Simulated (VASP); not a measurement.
# LiNbO3 (P1) in VASP: notebook

LiNbO3 is run at these levels: PBE; tasks: single point.

All numbers are computed with VASP 6.6.1; they aren't measurements. Logs are shortened: lines on timing, memory, paths and dates and some standing lists are left out, and cuts for length are marked.

## (1) The cell of the first run

The typed cell holds 10 atoms: a = 5.100 Å, b = 5.087 Å, c = 5.387 Å, α = 63.25°, β = 62.17°, γ = 60.96°.

## (2) Single point, PBE

Contents of INCAR:

```
SYSTEM = LiNbO3
PREC = Accurate
ENCUT = 520
EDIFF = 1E-7
ISMEAR = -1
SIGMA = 0.15
LREAL = .FALSE.
LASPH = .TRUE.
NELM = 80
ALGO = Normal
ISIF = 2
LWAVE = .FALSE.
LCHARG = .FALSE.
GGA = PE
NBANDS = 45
```

Contents of KPOINTS:

```
regular mesh
0
G
  3 3 3
  0 0 0
```

Contents of POSCAR:

```
LiNbO3
1.0
   -2.5098222300      4.4395888700     -0.0046356800
   -5.0868066400     -0.0387769900     -0.0536971700
   -2.4840205700      1.4899554300      4.5424369300
Nb O Li
2 6 2
Direct
    0.7355460000      0.1936830000      0.7954180000
    0.2701680000      0.6853390000      0.2985810000
    0.0198740000      0.0658630000      0.0151030000
    0.3809780000      0.4683330000      0.0000790000
    0.6209580000      0.8577880000      0.0055630000
    0.1397110000      0.9790980000      0.5059050000
    0.5213620000      0.3383950000      0.4930880000
    0.9005840000      0.6006980000      0.4739140000
    0.4653650000      0.9214690000      0.6538130000
    0.9716240000      0.4239040000      0.1331010000
```

Potentials or basis: VASP PAW PBE potentials, release 64 (Nb_sv, O, Li_sv).

Started as:

```bash
$ cat potpaw_PBE.64/Nb_sv/POTCAR potpaw_PBE.64/O/POTCAR potpaw_PBE.64/Li_sv/POTCAR > POTCAR
$ mpirun -np 1 vasp_std > vasp.out
```

OUTCAR:

```text
SYSTEM = LiNbO3
   PREC = Accurate
   ENCUT = 520
   EDIFF = 1E-7
   ISMEAR = -1
   LREAL = .FALSE.
   LASPH = .TRUE.
   NELM = 80
   ISIF = 2
   GGA = PE

 ion  position               nearest neighbor table
   1  0.736  0.194  0.795-   5 1.78   4 1.87   3 1.98   7 2.05   6 2.05   8 2.26
   2  0.270  0.685  0.299-   7 1.80   8 1.84   6 1.94   5 2.03   4 2.07   3 2.11
   3  0.020  0.066  0.015-   1 1.98  10 2.06   2 2.11   9 2.24
   4  0.381  0.468  0.000-   1 1.87  10 1.96   2 2.07
   5  0.621  0.858  0.006-   1 1.78   2 2.03  10 2.12   9 2.22
   6  0.140  0.979  0.506-   2 1.94   9 2.01   1 2.05
   7  0.521  0.338  0.493-   2 1.80   9 2.01   1 2.05
   8  0.901  0.601  0.474-   2 1.84   9 2.10  10 2.20   1 2.26
   9  0.465  0.921  0.654-   6 2.01   7 2.01   8 2.10   5 2.22   3 2.24
  10  0.972  0.424  0.133-   4 1.96   3 2.06   5 2.12   8 2.20

  Warning from LATTYP: Got some problem with cell dimensions!
  Tried to take original basis but could not verify dimensions!
  LATTYP: Found a triclinic cell.
 ALAT       =     8.8965629390
 B/A-ratio  =     0.5807983528
 C/A-ratio  =     1.7292983946
 COS(alpha) =     0.0029657555
 COS(beta)  =     0.4738140407
 COS(gamma) =     0.8697923629

  Lattice vectors:

 A1 = (   7.6637910500,   4.5171428500,   0.1027586600)
 A2 = (   2.5769844100,   4.4783658600,   0.0490614900)
 A3 = (  12.7092371700,  -7.3116683300,   4.6591026300)

Analysis of symmetry for initial positions (statically):
=====================================================================
 Subroutine PRICEL returns:
 Original cell was already a primitive cell.

 Routine SETGRP: Setting up the symmetry group for a
 triclinic supercell.

 Subroutine GETGRP returns: Found  1 space group operations
 (whereof  1 operations were pure point group operations)
 out of a pool of  2 trial point group operations.

The static configuration has the point symmetry C_1 .

Analysis of symmetry for dynamics (positions and initial velocities):
=====================================================================
 Subroutine PRICEL returns:
 Original cell was already a primitive cell.

 Routine SETGRP: Setting up the symmetry group for a
 triclinic supercell.

 Subroutine GETGRP returns: Found  1 space group operations
 (whereof  1 operations were pure point group operations)
[... 106 lines left out ...]
   NELM   =     80;   NELMIN=  2; NELMDL= -5     # of ELM steps
   EDIFF  = 0.1E-06   stopping-criterion for ELM
   LREAL  =      F    real-space projection
   EDIFFG = 0.1E-05   stopping-criterion for IOM
   NSW    =      0    number of steps for IOM
   IBRION =     -1    ionic relax: 0-MD 1-quasi-New 2-CG
   NFREE  =      0    steps in history (QN), initial steepest desc. (CG)
   ISIF   =      2    stress and relaxation
   ISYM   =      2    0-nonsym 1-usesym 2-fastsym
   POTIM  = 0.5000    time-step for ionic-motion
   TEBEG  =    0.0;   TEEND  =   0.0 temperature during run
   PSTRESS=    0.0 pullay stress
   NELECT =      68.0000    total number of electrons
   NUPDOWN=      -1.0000    fix difference up-down
   EMIN   =  10.00;   EMAX   =-10.00  energy-range for DOS
   EFERMI =   0.00;   METHOD = LEGACY
   ISMEAR =    -1;   SIGMA  =   0.15  broadening in eV -4-tet -1-fermi 0-gaus
   EFERMI_NEDOS =   21; number of points for ismear=-14 and -15
   IALGO  =     38    algorithm
   IMIX   =      4    mixing-type and parameters
     AMIX     =   0.40;   BMIX     =  1.00
     AMIX_MAG =   1.60;   BMIX_MAG =  1.00
  volume/ion in A,a.u.               =      10.35        69.81
  Fermi-wavevector in a.u.,A,eV,Ry     =   1.423413  2.689861 27.566830  2.026105
  Thomas-Fermi vector in A             =   2.544013
   LORBIT       =      0    0 simple, 1 ext, 2 COOP (PROOUT), +10 PAW based schemes
   GGA     = PE    functional components
[... 5 lines left out ...]
 non-spin polarized calculation
  energy-cutoff  :      520.00
  volume of cell :      103.45
 maximum number of plane-waves:      2807
 NGX is ok and might be reduce to    40
   NGX = 19   NGY = 19   NGZ = 21

 number of electron      68.0000001 magnetization

 Free energy of the ion-electron system (eV)
  ---------------------------------------------------
  ext. energy  EPLUGINS =         0.00000000
  ---------------------------------------------------
  free energy    TOTEN  =       -79.11446622 eV

  energy without entropy =      -79.11435466  energy(sigma->0) =      -79.11441044

 E-fermi :   5.8076     XC(G=0): -10.9243

 val. band max:        4.2405571790   @ k =   0.0000   0.0000   0.0000
 cond. band min:       7.2401031561   @ k =   0.0000   0.0000   0.0000
 fundamental gap:      2.9995459771
 Fermi energy:         5.8075845668

 k-point     1 :       0.0000    0.0000    0.0000
  band No.  band energies     occupation
      1     -50.3263      2.00000
      2     -50.1282      2.00000
      3     -38.8892      2.00000
      4     -38.8224      2.00000
      5     -26.8295      2.00000
      6     -26.6070      2.00000
[... 661 lines left out ...]
     44      13.5817      0.00000
     45      13.9148      0.00000

------------------------ aborting loop because EDIFF is reached ----------------------------------------

  FORCE on cell =-STRESS in cart. coord.  units (eV):
  Direction    XX          YY          ZZ          XY          YZ          ZX
  --------------------------------------------------------------------------------------
  -------------------------------------------------------------------------------------
  Total        9.7498369      7.0427394      9.0824408      0.3102452     -0.9507422      3.5057164
  in kB      150.9966809    109.0715961    140.6606516      4.8047974    -14.7242373     54.2933735
  external PRESSURE =     133.5763095 kB  Pullay stress =       0.0000000 kB

 VOLUME and BASIS-vectors are now :
 -----------------------------------------------------------------------------
  energy-cutoff  :      520.00
  volume of cell :      103.45
      direct lattice vectors                 reciprocal lattice vectors
    -2.509822230  4.439588870 -0.004635680    -0.000929274  0.224643268 -0.074192949
    -5.086806640 -0.038776990 -0.053697170    -0.195002350 -0.110313780 -0.070452763
    -2.484020570  1.489955430  4.542436930    -0.002306115 -0.001074789  0.219237596

 POSITION                                       TOTAL-FORCE (eV/Angst)
 -----------------------------------------------------------------------------------
     -4.80715      4.44315      3.59933        -3.182011      3.219423     -0.629578
     -4.90594      1.61773      1.31823        -1.179579     -3.771648     -0.141458
     -0.42243      0.10818      0.06498        -0.543147     -1.107168     -1.342213
     -3.33870      1.67334     -0.02656        -0.554813     -0.053485     -0.405371
     -5.93571      2.73182     -0.02367         2.592082      0.437315      0.358302
     -6.58781      1.33607      2.24482         0.378756      0.121899     -0.287313
     -4.25472      3.03619      2.21923         1.150083      2.205502      1.102976
     -6.49315      4.68104      2.11629         0.826692     -0.947173      1.384945
     -7.47940      3.00445      2.91827         0.369754     -0.291314     -0.173905
     -4.92555      4.49549      0.57734         0.142183      0.186647      0.133616
 -----------------------------------------------------------------------------------
    total drift:                               -0.000483     -0.000022      0.000073

  FREE ENERGIE OF THE ION-ELECTRON SYSTEM (eV)
  ---------------------------------------------------
  free  energy   TOTEN  =       -79.1144662242 eV

  energy  without entropy=      -79.1143546575  energy(sigma->0) =      -79.11441044
```

Wall time 72 s (1 thread of Intel Xeon Platinum 8488C (Sapphire Rapids), shared host); peak memory 0.26 GiB.

What came out:

- Free energy: -79.1145 eV
- Largest force: 4.570 eV/Å
- Band gap on the k mesh: 3.00 eV, direct

Forces in eV/Å, atoms in the order of the input:
```
Nb  -3.182  3.219 -0.630
Nb  -1.180 -3.772 -0.141
O   -0.543 -1.107 -1.342
O   -0.555 -0.053 -0.405
O    2.592  0.437  0.358
O    0.379  0.122 -0.287
O    1.150  2.206  1.103
O    0.827 -0.947  1.385
Li   0.370 -0.291 -0.174
Li   0.142  0.187  0.134
```

Caveat: the k points lie up to 0.50 Å⁻¹ apart; the cutoff is under 1.25 times the usual one of these potentials, so pressure, stress and relaxed cells hold a basis-set (Pulay) error; forces of over 1 eV/Å act on the atoms, so gaps and moduli don't describe the material at rest. A k mesh can miss the band edges.

## (3) Single point, PBE

This run uses another cell than the first one, of 10.56 Å³/atom, 1.020 times its volume.

Contents of INCAR:

```
SYSTEM = LiNbO3
ALGO = Normal
EDIFF = 1E-7
ENCUT = 520
GGA = PE
ISIF = 2
ISMEAR = -1
LASPH = .TRUE.
LCHARG = .FALSE.
LREAL = .FALSE.
LWAVE = .FALSE.
NBANDS = 45
NELM = 80
PREC = Accurate
SIGMA = 0.15
```

Contents of KPOINTS:

```
k-points
0
G
  3 3 3
  0 0 0
```

Edit POSCAR of step 2 so:

```diff
@@ -2,5 +2,5 @@
 1.0
-   -2.5098222300      4.4395888700     -0.0046356800
-   -5.0868066400     -0.0387769900     -0.0536971700
-   -2.4840205700      1.4899554300      4.5424369300
+   -2.5267810000      4.4695870000     -0.0046670000
+   -5.1211780000     -0.0390390000     -0.0540600000
+   -2.5008050000      1.5000230000      4.5731300000
 Nb O Li
```

Potentials or basis: VASP PAW PBE potentials, release 64 (Nb_sv, O, Li_sv).

Started as:

```bash
$ cat potpaw_PBE.64/Nb_sv/POTCAR potpaw_PBE.64/O/POTCAR potpaw_PBE.64/Li_sv/POTCAR > POTCAR
$ mpirun -np 1 vasp_std > vasp.out
```

OUTCAR:

```text
SYSTEM = LiNbO3
   EDIFF = 1E-7
   ENCUT = 520
   GGA = PE
   ISIF = 2
   ISMEAR = -1
   LASPH = .TRUE.
   LREAL = .FALSE.
   NELM = 80
   PREC = Accurate

 ion  position               nearest neighbor table
   1  0.736  0.194  0.795-   5 1.79   4 1.89   3 1.99   7 2.06   6 2.07   8 2.27
   2  0.270  0.685  0.299-   7 1.81   8 1.85   6 1.95   5 2.04   4 2.08   3 2.13
   3  0.020  0.066  0.015-   1 1.99  10 2.07   2 2.13   9 2.26
   4  0.381  0.468  0.000-   1 1.89  10 1.97   2 2.08
   5  0.621  0.858  0.006-   1 1.79   2 2.04  10 2.13   9 2.23
   6  0.140  0.979  0.506-   2 1.95   9 2.02   1 2.07
   7  0.521  0.338  0.493-   2 1.81   9 2.02   1 2.06
   8  0.901  0.601  0.474-   2 1.85   9 2.12  10 2.22   1 2.27
   9  0.465  0.921  0.654-   6 2.02   7 2.02   8 2.12   5 2.23   3 2.26
  10  0.972  0.424  0.133-   4 1.97   3 2.07   5 2.13   8 2.22

  Warning from LATTYP: Got some problem with cell dimensions!
  Tried to take original basis but could not verify dimensions!
  LATTYP: Found a triclinic cell.
 ALAT       =     8.9566766748
 B/A-ratio  =     0.5807983524
 C/A-ratio  =     1.7292983947
 COS(alpha) =     0.0029657567
 COS(beta)  =     0.4738140418
 COS(gamma) =     0.8697923629

  Lattice vectors:

 A1 = (   7.7155750000,   4.5476650000,   0.1034530000)
 A2 = (   2.5943970000,   4.5086260000,   0.0493930000)
 A3 = (  12.7951130000,  -7.3610730000,   4.6905840000)

Analysis of symmetry for initial positions (statically):
=====================================================================
 Subroutine PRICEL returns:
 Original cell was already a primitive cell.

 Routine SETGRP: Setting up the symmetry group for a
 triclinic supercell.

 Subroutine GETGRP returns: Found  1 space group operations
 (whereof  1 operations were pure point group operations)
 out of a pool of  2 trial point group operations.

[... 136 lines left out ...]
   IALGO  =     38    algorithm
   IMIX   =      4    mixing-type and parameters
     AMIX     =   0.40;   BMIX     =  1.00
     AMIX_MAG =   1.60;   BMIX_MAG =  1.00
  volume/ion in A,a.u.               =      10.56        71.24
  Fermi-wavevector in a.u.,A,eV,Ry     =   1.413860  2.671807 27.198036  1.998999
  Thomas-Fermi vector in A             =   2.535462
   LORBIT       =      0    0 simple, 1 ext, 2 COOP (PROOUT), +10 PAW based schemes
   GGA     = PE    functional components
[... 5 lines left out ...]
 non-spin polarized calculation
  energy-cutoff  :      520.00
  volume of cell :      105.56
 maximum number of plane-waves:      2864
 NGX is ok and might be reduce to    40
   NGX = 19   NGY = 19   NGZ = 21

 number of electron      67.9999999 magnetization

 Free energy of the ion-electron system (eV)
  ---------------------------------------------------
  ext. energy  EPLUGINS =         0.00000000
  ---------------------------------------------------
  free energy    TOTEN  =       -79.26131360 eV

  energy without entropy =      -79.26116716  energy(sigma->0) =      -79.26124038

 E-fermi :   5.5802     XC(G=0): -10.8224

 val. band max:        4.0589888340   @ k =   0.0000   0.0000   0.0000
 cond. band min:       6.9740318731   @ k =   0.0000   0.0000   0.0000
 fundamental gap:      2.9150430391
 Fermi energy:         5.5801691633

 k-point     1 :       0.0000    0.0000    0.0000
  band No.  band energies     occupation
      1     -50.6038      2.00000
      2     -50.4075      2.00000
      3     -39.1103      2.00000
      4     -39.0438      2.00000
      5     -27.0576      2.00000
      6     -26.8379      2.00000
[... 661 lines left out ...]
     44      13.1866      0.00000
     45      13.5448      0.00000

------------------------ aborting loop because EDIFF is reached ----------------------------------------

  FORCE on cell =-STRESS in cart. coord.  units (eV):
  Direction    XX          YY          ZZ          XY          YZ          ZX
  --------------------------------------------------------------------------------------
  -------------------------------------------------------------------------------------
  Total        6.6577924      3.8187985      6.2190001      0.2667963     -0.8953514      3.3058419
  in kB      101.0476871     57.9592654     94.3879798      4.0492627    -13.5890676     50.1739403
  external PRESSURE =      84.4649774 kB  Pullay stress =       0.0000000 kB

 VOLUME and BASIS-vectors are now :
 -----------------------------------------------------------------------------
  energy-cutoff  :      520.00
  volume of cell :      105.56
      direct lattice vectors                 reciprocal lattice vectors
    -2.526781000  4.469587000 -0.004667000    -0.000923037  0.223135550 -0.073694995
    -5.121178000 -0.039039000 -0.054060000    -0.193693570 -0.109573397 -0.069979912
    -2.500805000  1.500023000  4.573130000    -0.002290637 -0.001067576  0.217766158

 POSITION                                       TOTAL-FORCE (eV/Angst)
 -----------------------------------------------------------------------------------
     -4.83963      4.47317      3.62365        -2.935641      3.082286     -0.369369
     -4.93909      1.62866      1.32714        -1.055332     -3.697523      0.018507
     -0.42528      0.10891      0.06541        -0.401814     -1.166713     -1.342017
     -3.36126      1.68465     -0.02673        -0.482282      0.181238     -0.447050
     -5.97582      2.75028     -0.02383         2.250432      0.348599      0.234840
     -6.63232      1.34510      2.25999         0.543109      0.031726     -0.284889
     -4.28347      3.05671      2.23423         0.904001      1.943553      0.995224
     -6.53703      4.71267      2.13059         0.687791     -0.626809      1.239546
     -7.52994      3.02475      2.93799         0.355254     -0.293658     -0.174812
     -4.95883      4.52586      0.58124         0.134483      0.197302      0.130019
 -----------------------------------------------------------------------------------
    total drift:                               -0.000074     -0.000084     -0.000031

  FREE ENERGIE OF THE ION-ELECTRON SYSTEM (eV)
  ---------------------------------------------------
  free  energy   TOTEN  =       -79.2613135969 eV

  energy  without entropy=      -79.2611671573  energy(sigma->0) =      -79.26124038
```

OSZICAR:

```text
N       E                     dE             d eps       ncg     rms          rms(c)
DAV:   1     0.728746122846E+03    0.72875E+03   -0.36697E+04  1260   0.159E+03
DAV:   2    -0.294036045387E+02   -0.75815E+03   -0.73230E+03  1615   0.552E+02
DAV:   3    -0.912707498645E+02   -0.61867E+02   -0.61326E+02  1864   0.144E+02
DAV:   4    -0.968847261998E+02   -0.56140E+01   -0.55984E+01  2216   0.389E+01
DAV:   5    -0.971571825079E+02   -0.27246E+00   -0.27236E+00  1899   0.642E+00    0.280E+01
DAV:   6    -0.792669608163E+02    0.17890E+02   -0.78551E+01  1816   0.538E+01    0.925E+00
DAV:   7    -0.792438271842E+02    0.23134E-01   -0.75854E+00  1944   0.154E+01    0.569E+00
DAV:   8    -0.792565325535E+02   -0.12705E-01   -0.83738E-01  2056   0.615E+00    0.173E+00
DAV:   9    -0.792565774529E+02   -0.44899E-04   -0.13216E-01  1777   0.263E+00    0.892E-01
DAV:  10    -0.792599343363E+02   -0.33569E-02   -0.25018E-02  1576   0.111E+00    0.268E-01
DAV:  11    -0.792612082630E+02   -0.12739E-02   -0.43298E-03  1963   0.481E-01    0.838E-02
DAV:  12    -0.792612498882E+02   -0.41625E-04   -0.47743E-04  1672   0.143E-01    0.365E-02
DAV:  13    -0.792613019902E+02   -0.52102E-04   -0.79801E-05  1691   0.605E-02    0.163E-02
DAV:  14    -0.792613122927E+02   -0.10303E-04   -0.26114E-05  2008   0.367E-02    0.838E-03
DAV:  15    -0.792613140306E+02   -0.17379E-05   -0.48453E-06  1651   0.116E-02    0.665E-03
DAV:  16    -0.792613136888E+02    0.34179E-06   -0.26375E-06  1736   0.115E-02    0.193E-03
DAV:  17    -0.792613135969E+02    0.91879E-07   -0.18593E-07  1000   0.364E-03
   1 F= -.79261314E+02 E0= -.79261240E+02  d E =-.146440E-03
```

stdout:

```text
POSCAR found type information on POSCAR NbO Li
 POSCAR found :  3 types and      10 ions
 scaLAPACK will be used
 LDA part: xc-table for (Slater+PW92), standard interpolation
 POSCAR, INCAR and KPOINTS ok, starting setup
 FFT: planning ... GRIDC
 FFT: planning ... GRID_SOFT
 FFT: planning ... GRID
 WAVECAR not read
 entering main loop
```

Run time: 70 s. Hardware: 1 thread of Intel Xeon Platinum 8488C (Sapphire Rapids), shared host; peak memory 0.26 GiB.

What came out:

```
Free energy            : -79.2613 eV
Largest force          : 4.273 eV/Å
Band gap on the k mesh : 2.92 eV, direct
```

Forces on the atoms (eV/Å):
```
Nb  -2.936  3.082 -0.369
Nb  -1.055 -3.698  0.019
O   -0.402 -1.167 -1.342
O   -0.482  0.181 -0.447
O    2.250  0.349  0.235
O    0.543  0.032 -0.285
O    0.904  1.944  0.995
O    0.688 -0.627  1.240
Li   0.355 -0.294 -0.175
Li   0.134  0.197  0.130
```

Levels at points of the mesh, in eV from the valence-band top:
```csv
k point,band 32,band 33,band 34,band 35,band 36,band 37
"(0.00, 0.00, 0.00)",-0.57,-0.23,0.00,2.92,3.07,3.35
```

Caveat: the k points lie up to 0.49 Å⁻¹ apart; the cutoff is under 1.25 times the usual one of these potentials, so pressure, stress and relaxed cells hold a basis-set (Pulay) error; forces of over 1 eV/Å act on the atoms, so gaps and moduli don't describe the material at rest. A k mesh can miss the band edges.
